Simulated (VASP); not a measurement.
Rh, 2 atoms in the cell. The structure is hexagonal, space group P6_3/mmc (No. 194). The conventional cell has a = 2.616 Å, b = 2.616 Å, c = 4.212 Å, α = 90.00°, β = 90.00°, γ = 120.00°. Rh (site symmetry -6m2) has 12 Rh at 2.59 to 2.62 Å within 3.4 Å. This isn't the form of Rh at room conditions, which is fcc.

```yaml
Program: VASP 6.6.1
Task: single point
Functional: LDA
Potentials_or_basis: VASP PAW LDA potentials, release 64 (Rh_pv)
Cutoff: 520 eV
k_mesh: 21 × 21 × 12
Occupations: gaussian, width 0.15 eV
Spin: collinear spin, ferromagnetic start
Starting_moments: "[0.375, 0.375] μB"
Fixed_moment: 0.75 μB
Dipole_correction: no
Further_INCAR_settings: ALGO = Fast; EDIFF = 1e-06; NBANDS = 26
```

Potentials or basis: VASP PAW LDA potentials, release 64 (Rh_pv).

Launch:

```console
$ cat potpaw_LDA.64/Rh_pv/POTCAR > POTCAR
$ mpirun -np 1 vasp_std > vasp.out
```

Hardware: 1 thread of Intel(R) Xeon(R) Platinum 8488C (Sapphire Rapids), on a shared host.

How long does it take, and how much memory?

It took 3.8 min on 1 thread of Intel(R) Xeon(R) Platinum 8488C (Sapphire Rapids), on a shared host, peak memory 0.36 GiB. Counts: scf iterations 13, k points 336.
